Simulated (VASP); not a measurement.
# Pt3Pb (R-3m) in VASP: notebook

Pt3Pb is run at these levels: LDA; tasks: single point.

Everything below comes from runs of VASP 6.6.1. Logs are shortened: lines on timing, memory, paths and dates and some standing lists are left out, and cuts for length are marked.

## Step 1: The cell of the first run

It takes space group R-3m (No. 166, trigonal). The conventional cell has a = 5.796 Å, b = 5.796 Å, c = 6.888 Å, α = 90.00°, β = 90.00°, γ = 120.00°. Pt (site symmetry 2/m) has 8 Pt at 2.84 to 2.90 Å and 4 Pb at 2.84 to 2.90 Å within 3.7 Å. Within 3.7 Å of Pb (site symmetry -3m) lie 12 Pt at 2.84 to 2.90 Å.

## Step 2: Single point, LDA (equal xy, yz and zx shear strains of -2 %)

INCAR reads:

```
ALGO = Normal ; EDIFF = 1E-6
ENCUT = 520 ; ISIF = 2
ISMEAR = -1 ; LASPH = True
LCHARG = True ; LELF = True
LREAL = False ; LVHAR = True
LWAVE = False ; NBANDS = 30
NELM = 60 ; PREC = Accurate
SIGMA = 0.03
```

KPOINTS reads:

```
k-points
0
Gamma
  9 9 9
```

POSCAR reads:

```
Pt3Pb
1.0
    4.0580000000     -0.0405800000     -0.0405800000
   -0.0405800000      4.0580000000     -0.0405800000
   -0.0405800000     -0.0405800000      4.0580000000
Pt Pb
3 1
Direct
    0.0000000000      0.5000000000      0.5000000000
    0.5000000000      0.0000000000      0.5000000000
    0.5000000000      0.5000000000      0.0000000000
    0.0000000000      0.0000000000      0.0000000000
```

Potentials or basis: VASP PAW LDA potentials, release 64 (Pt, Pb_d).

Launch:

```sh
> cat potpaw_LDA.64/Pt/POTCAR potpaw_LDA.64/Pb_d/POTCAR > POTCAR
> mpirun -np 1 vasp_std > vasp.out
```

OUTCAR:

```text
EDIFF = 1E-6
   ENCUT = 520
   ISIF = 2
   ISMEAR = -1
   LASPH = True
   LREAL = False
   NELM = 60
   PREC = Accurate

 ion  position               nearest neighbor table
   1  0.000  0.500  0.500-   2 2.84   3 2.84   4 2.84   4 2.84   3 2.84   2 2.84   4 2.90   3 2.90
                             2 2.90   3 2.90   4 2.90   2 2.90
   2  0.500  0.000  0.500-   1 2.84   3 2.84   4 2.84   3 2.84   4 2.84   1 2.84   3 2.90   3 2.90
                             1 2.90   4 2.90   4 2.90   1 2.90
   3  0.500  0.500  0.000-   1 2.84   2 2.84   4 2.84   2 2.84   1 2.84   4 2.84   4 2.90   1 2.90
                             1 2.90   4 2.90   2 2.90   2 2.90
   4  0.000  0.000  0.000-   1 2.84   2 2.84   3 2.84   1 2.84   2 2.84   3 2.84   3 2.90   1 2.90
                             2 2.90   3 2.90   2 2.90   1 2.90

  LATTYP: Found a trigonal (rhomboedric) cell.
 ALAT       =     4.0584057797
 COS(alpha) =    -0.0198960208

  Lattice vectors:

 A1 = (   4.0580000000,  -0.0405800000,  -0.0405800000)
 A2 = (  -0.0405800000,   4.0580000000,  -0.0405800000)
 A3 = (  -0.0405800000,  -0.0405800000,   4.0580000000)

Analysis of symmetry for initial positions (statically):
=====================================================================
 Subroutine PRICEL returns:
 Original cell was already a primitive cell.

 Routine SETGRP: Setting up the symmetry group for a
 trigonal (rhombohedral) supercell.

 Subroutine GETGRP returns: Found 12 space group operations
 (whereof 12 operations were pure point group operations)
 out of a pool of 12 trial point group operations.

The static configuration has the point symmetry D_3d.

Analysis of symmetry for dynamics (positions and initial velocities):
=====================================================================
 Subroutine PRICEL returns:
 Original cell was already a primitive cell.

 Routine SETGRP: Setting up the symmetry group for a
 trigonal (rhombohedral) supercell.

 Subroutine GETGRP returns: Found 12 space group operations
 (whereof 12 operations were pure point group operations)
 out of a pool of 12 trial point group operations.

The dynamic configuration has the point symmetry D_3d.

 Subroutine INISYM returns: Found 12 space group operations
 (whereof 12 operations are pure point group operations),
 and found     1 'primitive' translations

----------------------------------------------------------------------------------------

                                     Primitive cell

  volume of cell :      66.8044

  direct lattice vectors                    reciprocal lattice vectors
     4.058000000 -0.040580000 -0.040580000     0.246476604  0.002489663  0.002489663
    -0.040580000  4.058000000 -0.040580000     0.002489663  0.246476604  0.002489663
    -0.040580000 -0.040580000  4.058000000     0.002489663  0.002489663  0.246476604

  length of vectors
     4.058405780  4.058405780  4.058405780     0.246501751  0.246501751  0.246501751

  position of ions in fractional coordinates (direct lattice)
     1.000000000  0.500000000  0.500000000
     0.500000000  1.000000000  0.500000000
     0.500000000  0.500000000  1.000000000
     0.000000000  0.000000000  0.000000000

  ion indices of the primitive-cell ions
   primitive index   ion index
                 1           1
                 2           2
                 3           3
                 4           4

----------------------------------------------------------------------------------------

 KPOINTS: k-points

Automatic generation of k-mesh.
 Grid dimensions read from file:
 generate k-points for:    9    9    9

 Generating k-lattice:

  Cartesian coordinates                     Fractional coordinates (reciprocal lattice)
     0.027386289  0.000276629  0.000276629     0.111111111 -0.000000000  0.000000000
     0.000276629  0.027386289  0.000276629    -0.000000000  0.111111111  0.000000000
     0.000276629  0.000276629  0.027386289     0.000000000  0.000000000  0.111111111

  Length of vectors
     0.027389083  0.027389083  0.027389083

  Shift w.r.t. Gamma in fractional coordinates (k-lattice)
     0.000000000  0.000000000  0.000000000

 Subroutine IBZKPT returns following result:
 ===========================================

 Found     85 irreducible k-points:

 Following reciprocal coordinates:
            Coordinates               Weight
  0.000000  0.000000  0.000000      1.000000
  0.111111 -0.000000 -0.000000      6.000000
  0.222222  0.000000  0.000000      6.000000
  0.333333 -0.000000 -0.000000      6.000000
  0.444444  0.000000  0.000000      6.000000
  0.111111  0.111111 -0.000000      6.000000
[... 16 lines left out ...]
 -0.333333  0.333333  0.000000      6.000000
  0.444444  0.444444 -0.000000      6.000000
 [... further k-points ...]
   k-points           NKPTS =     85   k-points in BZ     NKDIM =     85   number of bands    NBANDS=     30
   number of dos      NEDOS =    301   number of ions     NIONS =      4
   total plane-waves  NPLWV =  27000
   dimension x,y,z NGX =    30 NGY =   30 NGZ =   30
   dimension x,y,z NGXF=    60 NGYF=   60 NGZF=   60
   ions per type =               3   1
   NGX,Y,Z   is equivalent  to a cutoff of  12.29, 12.29, 12.29 a.u.
   NGXF,Y,Z  is equivalent  to a cutoff of  24.58, 24.58, 24.58 a.u.
 SYSTEM =  unknown system
   PREC   = accura    normal or accurate (medium, high low for compatibility)
   ISTART =      0    job   : 0-new  1-cont  2-samecut
   ICHARG =      2    charge: 1-file 2-atom 10-const
   ISPIN  =      1    spin polarized calculation?
   LNONCOLLINEAR =      F non collinear calculations
   LSORBIT =      F    spin-orbit coupling
   LASPH  =      T    aspherical Exc in radial PAW
   ENCUT  =  520.0 eV  38.22 Ry    6.18 a.u.   7.55  7.55  7.55*2*pi/ulx,y,z
   NELM   =     60;   NELMIN=  2; NELMDL= -5     # of ELM steps
   EDIFF  = 0.1E-05   stopping-criterion for ELM
   LREAL  =      F    real-space projection
   EDIFFG = 0.1E-04   stopping-criterion for IOM
   NSW    =      0    number of steps for IOM
   IBRION =     -1    ionic relax: 0-MD 1-quasi-New 2-CG
   NFREE  =      0    steps in history (QN), initial steepest desc. (CG)
   ISIF   =      2    stress and relaxation
   ISYM   =      2    0-nonsym 1-usesym 2-fastsym
   POTIM  = 0.5000    time-step for ionic-motion
   TEBEG  =    0.0;   TEEND  =   0.0 temperature during run
   PSTRESS=    0.0 pullay stress
   NELECT =      44.0000    total number of electrons
   NUPDOWN=      -1.0000    fix difference up-down
   EMIN   =  10.00;   EMAX   =-10.00  energy-range for DOS
   EFERMI =   0.00;   METHOD = LEGACY
   ISMEAR =    -1;   SIGMA  =   0.03  broadening in eV -4-tet -1-fermi 0-gaus
   EFERMI_NEDOS =   21; number of points for ismear=-14 and -15
   IALGO  =     38    algorithm
   IMIX   =      4    mixing-type and parameters
     AMIX     =   0.40;   BMIX     =  1.00
     AMIX_MAG =   1.60;   BMIX_MAG =  1.00
  volume/ion in A,a.u.               =      16.70       112.70
  Fermi-wavevector in a.u.,A,eV,Ry     =   1.424374  2.691677 27.604066  2.028842
  Thomas-Fermi vector in A             =   2.544872
   LORBIT       =      0    0 simple, 1 ext, 2 COOP (PROOUT), +10 PAW based schemes
   GGA     = CA    functional components
   LHFCALC =     F    Hartree Fock is set to
   AEXX    =    0.0000 exact exchange contribution
   IVDW    =     0    specifies the selected vdW correction
   LEPSILON=     F    determine dielectric tensor
   LRPA    =     F    only Hartree local field effects (RPA)
 non-spin polarized calculation
  energy-cutoff  :      520.00
  volume of cell :       66.80
 maximum number of plane-waves:      1815
 NGX is ok and might be reduce to    30
   NGX = 15   NGY = 15   NGZ = 15

 number of electron      43.9999992 magnetization

 Free energy of the ion-electron system (eV)
  ---------------------------------------------------
  ext. energy  EPLUGINS =         0.00000000
  ---------------------------------------------------
  free energy    TOTEN  =       -27.11503550 eV

  energy without entropy =      -27.11278919  energy(sigma->0) =      -27.11391235

 E-fermi :  11.1959     XC(G=0): -13.2174

 val. band max:       11.1845967677   @ k =   0.4444   0.4444   0.3333
 cond. band min:      11.2517049656   @ k =  -0.4444   0.4444   0.3333
 fundamental gap:      0.0671081979
 Fermi energy:        11.1959017835

 k-point     1 :       0.0000    0.0000    0.0000
  band No.  band energies     occupation
      1      -6.1369      2.00000
      2      -6.1369      2.00000
      3      -6.0792      2.00000
      4      -6.0792      2.00000
      5      -6.0782      2.00000
      6      -1.2575      2.00000
[... 22 lines left out ...]
     29      18.7981      0.00000
     30      19.3527      0.00000

 k-point     2 :       0.1111   -0.0000   -0.0000
  band No.  band energies     occupation
      1      -6.1309      2.00000
      2      -6.1235      2.00000
      3      -6.0772      2.00000
      4      -6.0743      2.00000
      5      -6.0736      2.00000
      6      -1.1284      2.00000
[... 22 lines left out ...]
     29      19.1161      0.00000
     30      19.6822      0.00000

 k-point     3 :       0.2222    0.0000    0.0000
  band No.  band energies     occupation
      1      -6.1160      2.00000
      2      -6.0925      2.00000
      3      -6.0706      2.00000
      4      -6.0617      2.00000
      5      -6.0605      2.00000
      6      -0.7529      2.00000
[... 22 lines left out ...]
     29      18.9400      0.00000
     30      19.8113      0.00000

 k-point     4 :       0.3333   -0.0000   -0.0000
  band No.  band energies     occupation
      1      -6.0992      2.00000
      2      -6.0761      2.00000
      3      -6.0506      2.00000
      4      -6.0472      2.00000
      5      -6.0391      2.00000
      6      -0.1843      2.00000
[... 22 lines left out ...]
     29      19.2232      0.00000
     30      19.3046      0.00000

 k-point     5 :       0.4444    0.0000    0.0000
  band No.  band energies     occupation
      1      -6.0883      2.00000
      2      -6.0724      2.00000
      3      -6.0397      2.00000
      4      -6.0376      2.00000
      5      -6.0160      2.00000
      6       0.3760      2.00000
[... 22 lines left out ...]
     29      19.0526      0.00000
     30      19.6930      0.00000
[... 526 lines left out ...]
     29      19.4168      0.00000
     30      21.0729      0.00000

 k-point    22 :      -0.4444    0.3333    0.0000
  band No.  band energies     occupation
      1      -6.1023      2.00000
      2      -6.0485      2.00000
      3      -6.0452      2.00000
      4      -6.0380      2.00000
      5      -5.9654      2.00000
      6       0.9605      2.00000
[... 22 lines left out ...]
     29      19.4438      0.00000
     30      21.1468      0.00000

 k-point    23 :      -0.3333    0.3333    0.0000
  band No.  band energies     occupation
      1      -6.1005      2.00000
      2      -6.0498      2.00000
      3      -6.0465      2.00000
      4      -6.0455      2.00000
      5      -5.9867      2.00000
      6       0.5918      2.00000
[... 22 lines left out ...]
     29      20.2737      0.00000
     30      20.4760      0.00000

 k-point    24 :       0.4444    0.4444   -0.0000
  band No.  band energies     occupation
      1      -6.1143      2.00000
      2      -6.0441      2.00000
      3      -6.0389      2.00000
      4      -6.0365      2.00000
      5      -5.9456      2.00000
      6       1.2310      2.00000
[... 22 lines left out ...]
     29      19.9795      0.00000
     30      20.0958      0.00000

 [... further k-points ...]

------------------------ aborting loop because EDIFF is reached ----------------------------------------

  FORCE on cell =-STRESS in cart. coord.  units (eV):
  Direction    XX          YY          ZZ          XY          YZ          ZX
  --------------------------------------------------------------------------------------
  -------------------------------------------------------------------------------------
  Total       -0.8339251     -0.8339251     -0.8339251      0.4969292      0.4969292      0.4969292
  in kB      -20.0001245    -20.0001245    -20.0001245     11.9179110     11.9179110     11.9179110
  external PRESSURE =     -20.0001245 kB  Pullay stress =       0.0000000 kB

 VOLUME and BASIS-vectors are now :
 -----------------------------------------------------------------------------
  energy-cutoff  :      520.00
  volume of cell :       66.80
      direct lattice vectors                 reciprocal lattice vectors
     4.058000000 -0.040580000 -0.040580000     0.246476604  0.002489663  0.002489663
    -0.040580000  4.058000000 -0.040580000     0.002489663  0.246476604  0.002489663
    -0.040580000 -0.040580000  4.058000000     0.002489663  0.002489663  0.246476604

 POSITION                                       TOTAL-FORCE (eV/Angst)
 -----------------------------------------------------------------------------------
     -0.04058      2.00871      2.00871        -0.000000     -0.000000      0.000000
      2.00871     -0.04058      2.00871         0.000000      0.000000      0.000000
      2.00871      2.00871     -0.04058        -0.000000     -0.000000      0.000000
      0.00000      0.00000      0.00000         0.000000      0.000000      0.000000
 -----------------------------------------------------------------------------------
    total drift:                                0.000000      0.000000     -0.000000

  FREE ENERGIE OF THE ION-ELECTRON SYSTEM (eV)
  ---------------------------------------------------
  free  energy   TOTEN  =       -27.1150355029 eV

  energy  without entropy=      -27.1127891900  energy(sigma->0) =      -27.11391235
```

It took 80 s on 1 thread of AMD EPYC 9R14 (Zen 4), shared host; peak memory 0.22 GiB.

Results:

```
Free energy            : -27.1150 eV
Pressure               : -2.0 GPa
Band gap on the k mesh : zero (bands 22 and 23 overlap by 0.35 eV)
```

Stress tensor (GPa, compression positive):
```
-2.00  1.19  1.19
 1.19 -2.00  1.19
 1.19  1.19 -2.00
```

Caveat: the cell differs from its parent crystal (equal xy, yz and zx shear strains of -2 %); spin-orbit coupling is left out, which moves the levels of the heavy elements.

(Continued in part 2 of 2.)
